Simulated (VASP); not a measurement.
# MoS2 (R-3m) in VASP: notebook

Runs on MoS2. Level: PBE+D3(BJ). Tasks: relaxation of shape and atoms at fixed volume, relaxation of cell and atoms.

Program: VASP 6.6.1. These are calculated values, not measurements. Logs are shortened: lines on timing, memory, paths and dates and some standing lists are left out, and cuts for length are marked.

### 1 The cell of the first run

The structure is trigonal, space group R-3m (No. 166). Conventional cell: a = 3.079 Å, b = 3.079 Å, c = 17.394 Å, α = 90.00°, β = 90.00°, γ = 120.00°. Within 3.2 Å of Mo (site symmetry -3m) lie 6 S at 2.39 Å and 6 Mo at 3.08 Å. S (site symmetry 3m) has 3 Mo at 2.39 Å and 9 S at 3.08 to 3.16 Å within 3.2 Å.

### 2 Relaxation of shape and atoms at fixed volume, PBE+D3(BJ) (volume scaled by 0.94)

Input file INCAR:

```
PREC = Accurate
ENCUT = 600
EDIFF = 1E-6
ISMEAR = 0
SIGMA = 0.1
LREAL = False
LASPH = True
NELM = 60
ALGO = Normal
ISIF = 4
LWAVE = False
LCHARG = False
GGA = PE
IVDW = 12
IBRION = 2
NSW = 50
EDIFFG = -0.01
```

Input file KPOINTS:

```
regular mesh
0
Gamma
  15 15 15
```

Input file POSCAR:

```
MoS2
1.0
    1.5397148631      0.8889547907      5.7981613367
   -1.5397148631      0.8889547907      5.7981613367
    0.0000000000     -1.7779095814      5.7981613367
Mo S
1 2
Direct
    0.0000000000      0.0000000000      0.0000000000
    0.7581780489      0.7581780489      0.7581780489
    0.2418219511      0.2418219511      0.2418219511
```

Potentials or basis: VASP PAW PBE potentials, release 64 (Mo_sv, S).

The run is started by

```sh
$ cat potpaw_PBE.64/Mo_sv/POTCAR potpaw_PBE.64/S/POTCAR > POTCAR
$ mpirun -np 1 vasp_std > vasp.out
```

OUTCAR:

```text
PREC = Accurate
   ENCUT = 600
   EDIFF = 1E-6
   ISMEAR = 0
   LREAL = False
   LASPH = True
   NELM = 60
   ISIF = 4
   GGA = PE
   IVDW = 12
   IBRION = 2
   NSW = 50
   EDIFFG = -0.01
 IVDW          = 12

 ion  position               nearest neighbor table
   1  0.000  0.000  0.000-   2 2.39   2 2.39   3 2.39   3 2.39   2 2.39   3 2.39
   2  0.758  0.758  0.758-   1 2.39   1 2.39   1 2.39
   3  0.242  0.242  0.242-   1 2.39   1 2.39   1 2.39

  LATTYP: Found a trigonal (rhomboedric) cell.
 ALAT       =     6.0646217826
 COS(alpha) =     0.8710850879

  Lattice vectors:

 A1 = (   1.5397148631,   0.8889547907,   5.7981613367)
 A2 = (  -1.5397148631,   0.8889547907,   5.7981613367)
 A3 = (   0.0000000000,  -1.7779095814,   5.7981613367)

Analysis of symmetry for initial positions (statically):
=====================================================================
 Subroutine PRICEL returns:
 Original cell was already a primitive cell.

 Routine SETGRP: Setting up the symmetry group for a
 trigonal (rhombohedral) supercell.

 Subroutine GETGRP returns: Found 12 space group operations
 (whereof 12 operations were pure point group operations)
 out of a pool of 12 trial point group operations.

The static configuration has the point symmetry D_3d.

Analysis of symmetry for dynamics (positions and initial velocities):
=====================================================================
 Subroutine PRICEL returns:
 Original cell was already a primitive cell.

 Routine SETGRP: Setting up the symmetry group for a
 trigonal (rhombohedral) supercell.

 Subroutine GETGRP returns: Found 12 space group operations
 (whereof 12 operations were pure point group operations)
 out of a pool of 12 trial point group operations.

The dynamic configuration has the point symmetry D_3d.

 Subroutine INISYM returns: Found 12 space group operations
 (whereof 12 operations are pure point group operations),
 and found     1 'primitive' translations

----------------------------------------------------------------------------------------

                                     Primitive cell

  volume of cell :      47.6169

  direct lattice vectors                    reciprocal lattice vectors
     1.539714863  0.888954791  5.798161337     0.324735451  0.187486100  0.057489489
    -1.539714863  0.888954791  5.798161337    -0.324735451  0.187486100  0.057489489
     0.000000000 -1.777909581  5.798161337     0.000000000 -0.374972200  0.057489489

  length of vectors
     6.064621783  6.064621783  6.064621783     0.379353650  0.379353650  0.379353650

  position of ions in fractional coordinates (direct lattice)
     0.000000000  0.000000000  0.000000000
     0.758178049  0.758178049  0.758178049
     0.241821951  0.241821951  0.241821951

  ion indices of the primitive-cell ions
   primitive index   ion index
                 1           1
                 2           2
                 3           3

----------------------------------------------------------------------------------------

 KPOINTS: regular mesh

Automatic generation of k-mesh.
 Grid dimensions read from file:
 generate k-points for:   15   15   15

 Generating k-lattice:

  Cartesian coordinates                     Fractional coordinates (reciprocal lattice)
     0.021649030  0.012499073  0.003832633     0.066666667  0.000000000 -0.000000000
    -0.021649030  0.012499073  0.003832633     0.000000000  0.066666667 -0.000000000
     0.000000000 -0.024998147  0.003832633    -0.000000000 -0.000000000  0.066666667

  Length of vectors
     0.025290243  0.025290243  0.025290243

  Shift w.r.t. Gamma in fractional coordinates (k-lattice)
     0.000000000  0.000000000  0.000000000

 Subroutine IBZKPT returns following result:
 ===========================================

 Found    344 irreducible k-points:

 Following reciprocal coordinates:
            Coordinates               Weight
  0.000000  0.000000  0.000000      1.000000
  0.066667  0.000000  0.000000      6.000000
  0.133333  0.000000  0.000000      6.000000
  0.200000  0.000000  0.000000      6.000000
  0.266667  0.000000  0.000000      6.000000
  0.333333 -0.000000 -0.000000      6.000000
[... 16 lines left out ...]
  0.133333  0.133333  0.000000      6.000000
  0.200000  0.133333 -0.000000     12.000000
 [... further k-points ...]
   k-points           NKPTS =    344   k-points in BZ     NKDIM =    344   number of bands    NBANDS=     17
   number of dos      NEDOS =    301   number of ions     NIONS =      3
   total plane-waves  NPLWV = 110592
   dimension x,y,z NGX =    48 NGY =   48 NGZ =   48
   dimension x,y,z NGXF=    96 NGYF=   96 NGZF=   96
   ions per type =               1   2
   NGX,Y,Z   is equivalent  to a cutoff of  13.16, 13.16, 13.16 a.u.
   NGXF,Y,Z  is equivalent  to a cutoff of  26.32, 26.32, 26.32 a.u.
 SYSTEM =  unknown system
   PREC   = accura    normal or accurate (medium, high low for compatibility)
   ISTART =      0    job   : 0-new  1-cont  2-samecut
   ICHARG =      2    charge: 1-file 2-atom 10-const
   ISPIN  =      1    spin polarized calculation?
   LNONCOLLINEAR =      F non collinear calculations
   LSORBIT =      F    spin-orbit coupling
   LASPH  =      T    aspherical Exc in radial PAW
   ENCUT  =  600.0 eV  44.10 Ry    6.64 a.u.  12.11 12.11 12.11*2*pi/ulx,y,z
   NELM   =     60;   NELMIN=  2; NELMDL= -5     # of ELM steps
   EDIFF  = 0.1E-05   stopping-criterion for ELM
   LREAL  =      F    real-space projection
   EDIFFG = -.1E-01   stopping-criterion for IOM
   NSW    =     50    number of steps for IOM
   IBRION =      2    ionic relax: 0-MD 1-quasi-New 2-CG
   NFREE  =      1    steps in history (QN), initial steepest desc. (CG)
   ISIF   =      4    stress and relaxation
   ISYM   =      2    0-nonsym 1-usesym 2-fastsym
   POTIM  = 0.5000    time-step for ionic-motion
   TEBEG  =    0.0;   TEEND  =   0.0 temperature during run
   PSTRESS=    0.0 pullay stress
   NELECT =      26.0000    total number of electrons
   NUPDOWN=      -1.0000    fix difference up-down
   EMIN   =  10.00;   EMAX   =-10.00  energy-range for DOS
   EFERMI =   0.00;   METHOD = LEGACY
   ISMEAR =     0;   SIGMA  =   0.10  broadening in eV -4-tet -1-fermi 0-gaus
   EFERMI_NEDOS =   21; number of points for ismear=-14 and -15
   IALGO  =     38    algorithm
   IMIX   =      4    mixing-type and parameters
     AMIX     =   0.40;   BMIX     =  1.00
     AMIX_MAG =   1.60;   BMIX_MAG =  1.00
  volume/ion in A,a.u.               =      15.87       107.11
  Fermi-wavevector in a.u.,A,eV,Ry     =   1.338070  2.528585 24.360290  1.790431
  Thomas-Fermi vector in A             =   2.466569
   LORBIT       =      0    0 simple, 1 ext, 2 COOP (PROOUT), +10 PAW based schemes
   GGA     = PE    functional components
   LHFCALC =     F    Hartree Fock is set to
   AEXX    =    0.0000 exact exchange contribution
   IVDW    =    12    specifies the selected vdW correction
   LEPSILON=     F    determine dielectric tensor
   LRPA    =     F    only Hartree local field effects (RPA)
 conjugate gradient relaxation of ions
 non-spin polarized calculation
 Gauss-broadening in eV      SIGMA  =   0.10
  energy-cutoff  :      600.00
  volume of cell :       47.62
 maximum number of plane-waves:      1606
   NGX = 25   NGY = 25   NGZ = 25

--------------------------------------- Ionic step        1  -------------------------------------------

 number of electron      26.0000000 magnetization

 Free energy of the ion-electron system (eV)
  ---------------------------------------------------
  ext. energy  EPLUGINS =         0.00000000
  ---------------------------------------------------
  free energy    TOTEN  =       -20.80934174 eV

  energy without entropy =      -20.80537292  energy(sigma->0) =      -20.80735733

------------------------ aborting loop because EDIFF is reached ----------------------------------------

 Edisp (eV)   -1.43884

 E8    (eV) :    -0.5807

  FORCE on cell =-STRESS in cart. coord.  units (eV):
  Direction    XX          YY          ZZ          XY          YZ          ZX
  --------------------------------------------------------------------------------------
  -------------------------------------------------------------------------------------
  Total       2.05606     2.05606     2.34499     0.00000    -0.00000     0.00000
  in kB      69.18073    69.18073    78.90231     0.00000    -0.00000     0.00000
  external pressure =       72.42 kB  Pullay stress =        0.00 kB
[... 145 lines left out ...]
  energy  without entropy=      -22.2566068086  energy(sigma->0) =      -22.25863991

--------------------------------------- Ionic step        5  -------------------------------------------

 number of electron      26.0000000 magnetization

 Free energy of the ion-electron system (eV)
  ---------------------------------------------------
  ext. energy  EPLUGINS =         0.00000000
  ---------------------------------------------------
  free energy    TOTEN  =       -20.82157553 eV

  energy without entropy =      -20.81751059  energy(sigma->0) =      -20.81954306

 E-fermi :   9.2374     XC(G=0): -11.6001

 val. band max:        9.2342682296   @ k =  -0.2667   0.3333   0.0667
 cond. band min:       9.2389807152   @ k =   0.4000   0.2667   0.0667
 fundamental gap:      0.0047124856
 Fermi energy:         9.2373727055

 k-point     1 :       0.0000    0.0000    0.0000
  band No.  band energies     occupation
      1     -52.3783      2.00000
      2     -26.5130      2.00000
      3     -26.2919      2.00000
      4     -26.2919      2.00000
      5      -6.3357      2.00000
      6      -4.2799      2.00000
[... 9 lines left out ...]
     16      12.4345      0.00000
     17      12.4345      0.00000
[... 443 lines left out ...]
      1     -52.3630      2.00000
      2     -26.4851      2.00000
      3     -26.4295      2.00000
      4     -26.3266      2.00000
      5      -5.7678      2.00000
      6      -4.2228      2.00000
[... 9 lines left out ...]
     16      12.0133      0.00000
     17      12.4242      0.00000

 [... further k-points ...]

------------------------ aborting loop because EDIFF is reached ----------------------------------------

 Edisp (eV)   -1.43961

 E8    (eV) :    -0.5811

  FORCE on cell =-STRESS in cart. coord.  units (eV):
  Direction    XX          YY          ZZ          XY          YZ          ZX
  --------------------------------------------------------------------------------------
  -------------------------------------------------------------------------------------
  Total       1.30009     1.30009     1.30536     0.00000    -0.00000    -0.00000
  in kB      43.74442    43.74442    43.92167     0.00000    -0.00000    -0.00000
  external pressure =       43.80 kB  Pullay stress =        0.00 kB
[... 18 lines left out ...]
  FREE ENERGIE OF THE ION-ELECTRON SYSTEM (eV)
  ---------------------------------------------------
  free  energy   TOTEN  =       -22.2611819033 eV

  energy  without entropy=      -22.2571169585  energy(sigma->0) =      -22.25914943

 reached required accuracy - stopping structural energy minimisation
```

It took 28 min on 1 thread of AMD EPYC 9R45 (Zen 5), shared host; peak memory 0.56 GiB.

Results:

* Free energy: -22.2612 eV
* Energy gained by relaxing: 4.3 meV/atom
* Ionic steps: 5
* Pressure after relaxing: 4.4 GPa
* Largest force after relaxing: 0.006 eV/Å
* Band gap on the k mesh: zero (band 13 reaches 9.48 eV, above the bottom of band 14 at 9.01 eV)
* Dispersion energy per atom: -0.480 eV

Forces on the atoms (eV/Å):
```
Mo   0.000  0.000  0.000
S    0.000  0.000  0.006
S    0.000  0.000 -0.006
```

Step by step:
```tsv
step	energy change (eV)	largest force (eV/Å)	pressure (GPa)	volume (Å³)
1	0.0000	0.4861	7.24	47.62
2	-0.0110	0.0038	4.57	47.62
3	-0.0110	0.0283	4.74	47.62
4	-0.0125	0.0176	4.57	47.62
5	-0.0130	0.0057	4.38	47.62
```

Final structure:
```
Mo S
1.0
     1.54400    0.89143    5.76603
    -1.54400    0.89143    5.76603
     0.00000   -1.78286    5.76603
Mo S
1 2
Cartesian
  0.0000 0.0000 0.0000
  0.0000 0.0000 13.1433
  0.0000 0.0000 4.1548
```

Levels at points of the mesh, in eV from the Fermi level:
| k point | band 11 | band 12 | band 13 | band 14 | band 15 | band 16 |
| --- | --- | --- | --- | --- | --- | --- |
| (0.00, 0.00, 0.00) | -1.08 | -0.75 | -0.75 | 0.24 | 0.24 | 3.20 |

Caveat: the cell differs from its parent crystal (volume scaled by 0.94); pairwise dispersion overbinds metals, which lowers pressure and volume.

### 3 Relaxation of cell and atoms, PBE+D3(BJ)

This run uses another cell than the first one, of 17.04 Å³/atom, 1.074 times its volume.

Input file INCAR:

```
SYSTEM = MoS2
ALGO = Normal ; EDIFF = 1E-6
EDIFFG = -0.005 ; ENCUT = 600
GGA = PE ; IBRION = 2
ISIF = 3 ; ISMEAR = 0
IVDW = 12 ; LASPH = .True.
LCHARG = .False. ; LREAL = .False.
LWAVE = .False. ; NELM = 100
NSW = 100 ; PREC = Accurate
SIGMA = 0.1
```

Input file KPOINTS:

```
k-points
0
Gamma
  15 15 15
  0 0 0
```

Input file POSCAR:

```
MoS2
1.0
    1.5717106173      0.9074275480      5.9736887015
   -1.5717106173      0.9074275480      5.9736887015
    0.0000000000     -1.8148550960      5.9736887015
Mo S
1 2
Direct
    0.0000000000      0.0000000000      0.0000000000
    0.7556572653      0.7556572653      0.7556572653
    0.2443427347      0.2443427347      0.2443427347
```

Potentials or basis: VASP PAW PBE potentials, release 64 (Mo_sv, S).

The run is started by

```sh
$ cat potpaw_PBE.64/Mo_sv/POTCAR potpaw_PBE.64/S/POTCAR > POTCAR
$ mpirun -np 1 vasp_std > vasp.out
```

It took 86 min on 1 thread of Intel Xeon Platinum 8375C at 2.90GHz (Ice Lake), shared host; peak memory 0.63 GiB.

It converged, with:

```
Free energy                            : -22.2996 eV
Relaxed volume                         : 16.87 Å³/atom
Relaxed cell                           : a = 6.224 Å, b = 6.224 Å, c = 6.224 Å, α = 29.15°, β = 29.15°, γ = 29.15°
Space group after relaxing (to 0.05 Å) : R-3m (No. 166)
Energy gained by relaxing              : 0.4 meV/atom
Ionic steps                            : 13
Pressure after relaxing                : 0.0 GPa
Band gap on the k mesh                 : zero (band 13 reaches 8.62 eV, above the bottom of band 14 at 8.23 eV)
Dispersion energy per atom             : -0.450 eV
```

Forces on the atoms (eV/Å):
```
Mo   0.000  0.000  0.000
S    0.000  0.000 -0.003
S    0.000  0.000  0.003
```

The path:
| step | energy change (eV) | largest force (eV/Å) | pressure (GPa) | volume (Å³) |
| --- | --- | --- | --- | --- |
| 1 | 0.0000 | 0.0624 | -0.22 | 51.12 |
| 2 | -0.0007 | 0.0439 | -0.06 | 50.94 |
| 3 | -0.0009 | 0.0312 | 0.05 | 50.82 |
| 4 | -0.0009 | 0.0307 | 0.05 | 50.82 |
| 5 | -0.0009 | 0.0064 | -0.20 | 50.84 |
| 6 | -0.0009 | 0.0018 | -0.20 | 50.83 |
| 7 | -0.0010 | 0.0039 | -0.16 | 50.81 |
| 8 | -0.0011 | 0.0063 | -0.12 | 50.74 |
| 9 | -0.0012 | 0.0118 | -0.05 | 50.59 |
| 10 | -0.0012 | 0.0106 | -0.06 | 50.62 |
| 11 | -0.0012 | 0.0029 | 0.04 | 50.60 |
| 12 | -0.0012 | 0.0011 | 0.05 | 50.61 |
| 13 | -0.0012 | 0.0025 | 0.00 | 50.61 |

Final structure:
```cif
data_structure
_symmetry_space_group_name_H-M 'P 1'
_symmetry_Int_Tables_number 1
_cell_length_a 6.2237
_cell_length_b 6.2237
_cell_length_c 6.2237
_cell_angle_alpha 29.152
_cell_angle_beta 29.152
_cell_angle_gamma 29.152
_cell_volume 50.61
loop_
_atom_site_label
_atom_site_type_symbol
_atom_site_fract_x
_atom_site_fract_y
_atom_site_fract_z
_atom_site_occupancy
Mo1 Mo 0.00000 0.00000 0.00000 1
S1 S 0.75639 0.75639 0.75639 1
S2 S 0.24361 0.24361 0.24361 1
```

Levels at points of the mesh, in eV from the Fermi level:
```tsv
k point	band 11	band 12	band 13	band 14	band 15	band 16
(0.00, 0.00, 0.00)	-1.44	-0.82	-0.82	0.04	0.04	3.15
```

Caveat: pairwise dispersion overbinds metals, which lowers pressure and volume.

### 4 Relaxation of shape and atoms at fixed volume, PBE+D3(BJ) (volume scaled by 0.97)

Input file INCAR:

```
SYSTEM = MoS2
  ALGO = Normal
  EDIFF = 1E-7
  EDIFFG = -0.01
  ENCUT = 600
  GGA = PE
  IBRION = 2
  ISIF = 4
  ISMEAR = 0
  IVDW = 12
  LASPH = .TRUE.
  LCHARG = .FALSE.
  LREAL = .FALSE.
  LWAVE = .FALSE.
  NELM = 60
  NSW = 50
  PREC = Accurate
  SIGMA = 0.1
```

Input file KPOINTS:

```
k-points
0
G
  15 15 15
  0 0 0
```

Input file POSCAR:

```
MoS2
1.0
    1.5512749239      0.8956289949      5.8943678589
   -1.5512749239      0.8956289949      5.8943678589
    0.0000000000     -1.7912579898      5.8943678589
Mo S
1 2
Direct
    0.0000000000      0.0000000000      0.0000000000
    0.7563756260      0.7563756260      0.7563756260
    0.2436243740      0.2436243740      0.2436243740
```

The run is started by

```sh
$ cat potpaw_PBE.64/Mo_sv/POTCAR potpaw_PBE.64/S/POTCAR > POTCAR
$ mpirun -np 1 vasp_std > vasp.out
```

It took 32 min on 1 thread of Intel Xeon 6975P-C (Granite Rapids), shared host; peak memory 0.63 GiB.

The run converged. Its results:

```
Free energy                  : -22.2907 eV
Energy gained by relaxing    : 4.6 meV/atom
Ionic steps                  : 5
Pressure after relaxing      : 1.9 GPa
Largest force after relaxing : 0.007 eV/Å
Band gap on the k mesh       : zero (band 13 reaches 9.02 eV, above the bottom of band 14 at 8.61 eV)
Dispersion energy per atom   : -0.464 eV
```

Forces in eV/Å, atoms in the order of the input:
```
Mo   0.000  0.000  0.000
S    0.000  0.000  0.007
S    0.000  0.000 -0.007
```

Step by step:
| step | energy change (eV) | largest force (eV/Å) | pressure (GPa) | volume (Å³) |
| --- | --- | --- | --- | --- |
| 1 | 0.0000 | 0.4875 | 4.87 | 49.14 |
| 2 | -0.0116 | 0.0152 | 2.26 | 49.14 |
| 3 | -0.0116 | 0.0302 | 2.34 | 49.14 |
| 4 | -0.0131 | 0.0206 | 2.14 | 49.14 |
| 5 | -0.0138 | 0.0071 | 1.89 | 49.14 |

Final structure:
```xyz
3
Lattice="1.5559 0.8983 5.8590 -1.5559 0.8983 5.8590 0.0000 -1.7966 5.8590" Properties=species:S:1:pos:R:3 pbc="T T T"
Mo    0.0000    0.0000    0.0000
S     0.0000    0.0000   13.3249
S     0.0000    0.0000    4.2522
```

Levels at points of the mesh, in eV from the Fermi level:
| k point | band 11 | band 12 | band 13 | band 14 | band 15 | band 16 |
| --- | --- | --- | --- | --- | --- | --- |
| (0.00, 0.00, 0.00) | -1.27 | -0.79 | -0.79 | 0.13 | 0.13 | 3.17 |

Caveat: the cell differs from its parent crystal (volume scaled by 0.97); pairwise dispersion overbinds metals, which lowers pressure and volume.

### 5 The runs side by side

| task | cell | gap on the mesh (eV) | pressure (GPa) | largest force (eV/Å) |
| --- | --- | --- | --- | --- |
| relaxation of shape and atoms at fixed volume | relaxed from a = 6.065 Å, angles 29.4°, 3 atoms | none | 4.4 | 0.01 |
| relaxation of cell and atoms | relaxed from a = 6.243 Å, angles 29.2°, 3 atoms | none | 0.0 | - |
| relaxation of shape and atoms at fixed volume | relaxed from a = 6.161 Å, angles 29.2°, 3 atoms | none | 1.9 | 0.01 |

Alike in all rows: level PBE+D3(BJ); potentials or basis VASP PAW PBE potentials, release 64 (Mo_sv, S); no spin polarisation; k mesh 15 × 15 × 15; cutoff (eV) 600; smearing gaussian 0.1 eV.

Caveats: pairwise dispersion overbinds metals, which lowers pressure and volume.

Absolute energies hang on the potentials; compare differences alone.
